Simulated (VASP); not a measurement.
# SrErAs3: single point with PBE

SrErAs3:

```xyz
5
Lattice="5.3620 0.0000 0.0000 0.0000 5.3620 0.0000 0.0000 0.0000 5.3620" Properties=species:S:1:pos:R:3 pbc="T T T"
Sr    0.0000    0.0000    0.0000
Er    2.6810    2.6810    2.6810
As    0.0000    2.6810    2.6810
As    2.6810    0.0000    2.6810
As    2.6810    2.6810    0.0000
```

The cell was generated, and may not be a known phase.

```
Program                : VASP 6.6.1
Task                   : single point
Functional             : PBE
Potentials or basis    : VASP PAW PBE potentials, release 64 (Sr_sv, Er_3, As), 4f in core
Cutoff                 : 500 eV
k mesh                 : 4 × 4 × 4
Occupations            : gaussian, width 0.1 eV
Spin                   : no spin polarisation
Dipole correction      : no
Further INCAR settings : ALGO = Normal; EDIFF = 1e-06; NBANDS = 25
```

```json
{
  "Pressure": "0.3 GPa",
  "Band gap on the k mesh": "zero (bands 17 and 18 overlap by 1.87 eV)"
}
```

Levels at points of the mesh, in eV from the Fermi level:
```csv
k point,band 15,band 16,band 17,band 18,band 19,band 20
"(0.00, 0.00, 0.00)",-0.25,-0.25,0.98,0.98,0.98,1.52
"(0.50, 0.00, 0.00)",-1.61,-1.61,-1.18,0.58,0.58,2.06
"(0.50, 0.50, 0.00)",-1.76,-1.22,-1.22,-0.66,1.01,3.17
"(0.50, 0.50, 0.50)",-1.90,-1.90,1.21,1.21,1.21,1.60
```

Run time: 41 s on 1 thread of AMD EPYC 7R13 Processor (Zen 3) (shared host), peak memory 0.22 GiB.

Caveat: spin-orbit coupling is left out, which moves the levels of the heavy elements; the 4f electrons are frozen in the core, so they carry no moment and show no levels. Spin polarisation is off, so any magnetic state and its effect on volume and gap are missing.
